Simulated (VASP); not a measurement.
Write the native input for VASP 6.6.1 that does the following.

```yaml
Task: single point
Functional: PBE
Dispersion: D3(BJ)
Potentials_or_basis: VASP PAW PBE potentials, release 64 (Sb, In_d, Cl)
Cutoff: 520 eV
k_mesh: 6 × 6 × 1
Occupations: gaussian, width 0.1 eV
Spin: no spin polarisation
Dipole_correction: yes
Further_INCAR_settings: ALGO = Normal; EDIFF = 1e-06; NBANDS = 30
```

The structure of In2Sb2Cl lies in POSCAR:

```
In2Sb2Cl
1.0
    4.6293886023      0.0000000000      0.0000000000
   -2.3146943012      4.0091681336      0.0000000000
    0.0000000000      0.0000000000     22.0151773295
Sb In Cl
2 2 1
Direct
    0.0000000000      0.0000000000      0.1816928358
    0.3333333333      0.6666666667      0.3609342971
    0.3333333333      0.6666666667      0.2246164052
    0.6666666667      0.3333333333      0.3958713209
    0.8888888889      1.0000000000      0.5457679105
```

The input as run:

INCAR

```
SYSTEM = In2Sb2Cl
ALGO = Normal ; DIPOL = 0.5 0.5 0.342
EDIFF = 1E-6 ; ENCUT = 520
GGA = PE ; IDIPOL = 3
ISIF = 2 ; ISMEAR = 0
IVDW = 12 ; LASPH = .TRUE.
LCHARG = .TRUE. ; LDIPOL = .TRUE.
LELF = .TRUE. ; LREAL = .FALSE.
LVACPOTAV = .TRUE. ; LVHAR = .TRUE.
LWAVE = .FALSE. ; NBANDS = 30
NELM = 80 ; PREC = Accurate
SIGMA = 0.1
```

KPOINTS

```
k-points
0
G
  6 6 1
  0 0 0
```

Potentials or basis: VASP PAW PBE potentials, release 64 (Sb, In_d, Cl).

Launch:

```bash
$ cat potpaw_PBE.64/Sb/POTCAR potpaw_PBE.64/In_d/POTCAR potpaw_PBE.64/Cl/POTCAR > POTCAR
$ mpirun -np 1 vasp_std > vasp.out
```

Results of the run:

```json
{"Largest force": "0.758 eV/Å", "Band gap on the k mesh": "zero (an odd number of electrons rules out a gap without spin polarisation)", "Dispersion energy per atom": "-0.199 eV"}
```

Caveat: spin-orbit coupling is left out, which moves the levels of the heavy elements; an odd number of electrons without spin polarisation forces a metal; a magnetic or distorted state may lie lower.

It took 14 min on 1 thread of Oxide Virtual Turin-like Processor, on a shared host, peak memory 0.62 GiB.
